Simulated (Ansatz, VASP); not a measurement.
# Mg2NCl in VASP and in Ansatz

The input POSCAR:

```
Mg2NCl
1.0
    1.6299789404      0.9410687800      5.8779780114
   -1.6299789404      0.9410687800      5.8779780114
    0.0000000000     -1.8821375600      5.8779780114
Mg N Cl
2 1 1
Direct
    0.2229104119      0.2229104119      0.2229104119
    0.7770895881      0.7770895881      0.7770895881
    0.5000000000      0.5000000000      0.5000000000
    0.0000000000      0.0000000000      0.0000000000
```

INCAR.step1

```
  ALGO = Normal
  EDIFF = 1E-4
  ENCUT = 520
  GGA = PE
  ISMEAR = 0
  LASPH = T
  LCHARG = F
  LREAL = F
  LWAVE = T
  NBANDS = 16
  NELM = 100
  PREC = Accurate
  SIGMA = 0.01
```

INCAR.step2

```
  ALGO = Normal
  EDIFF = 1E-6
  ENCUT = 520
  ISIF = 2
  ISMEAR = 0
  ISTART = 1
  LASPH = T
  LCHARG = F
  LMIXTAU = T
  LREAL = F
  LWAVE = F
  METAGGA = R2SCAN
  NBANDS = 16
  NELM = 100
  PREC = Accurate
  SIGMA = 0.01
```

The input KPOINTS:

```
k-points
0
Gamma
  8 8 8
```

Input for Ansatz:

```yaml
crystal:
  lattice:
    - [1.6299789404, 0.94106878, 5.8779780114]
    - [-1.6299789404, 0.94106878, 5.8779780114]
    - [0.0, -1.88213756, 5.8779780114]
  atoms:
    - { symbol: Mg, position: [0.2229104119, 0.2229104119, 0.2229104119] }
    - { symbol: Mg, position: [0.7770895881, 0.7770895881, 0.7770895881] }
    - { symbol: "N", position: [0.5, 0.5, 0.5] }
    - { symbol: Cl, position: [0.0, 0.0, 0.0] }
kpoints:
  mp_grid: { grid: [8, 8, 8] }
hamiltonian:
  xc: r2scan
scf:
  occupations: { method: fixed }
  n_extra_bands: 5
output:
  forces: true
  stress: true
  eigenvalues: true
```

Alike in both runs: task single point; functional r2SCAN; k mesh 8 × 8 × 8; no spin polarisation.

|  | VASP | Ansatz |
| --- | --- | --- |
| version | VASP 6.6.1 | Ansatz 0.2.0 |
| potentials or method | VASP PAW PBE potentials, release 64 (Mg, N, Cl) | plane waves, PAW |
| plane-wave cutoff (eV) | 520 | 500 |
| occupations | gaussian, width 0.01 eV | fixed |
| valence electrons in the cell | 16 | 32 |

Ansatz gave:

| Property | Result |
| --- | --- |
| gap on the k mesh at the Fermi level (eV) | 3.35 |
| pressure (GPa) | 3.1 |
| traceless stress, the component that is largest in VASP (GPa) | -0.38 |
| rms of the force components (eV/Å) | 0.059 |

Problem. What did VASP give for the same quantities?

Solution. gap on the k mesh at the Fermi level (eV): 3.31; pressure (GPa): 2.6; traceless stress, the component that is largest in VASP (GPa): -0.50; rms of the force components (eV/Å): 0.032.

VASP's potentials were made for PBE, not for r2SCAN. Atom by atom the forces differ by 0.027 eV/Å (rms over components). VASP's potentials hold 16 valence electrons a cell and Ansatz's 32, so a difference there can come from the potentials and not from the codes.
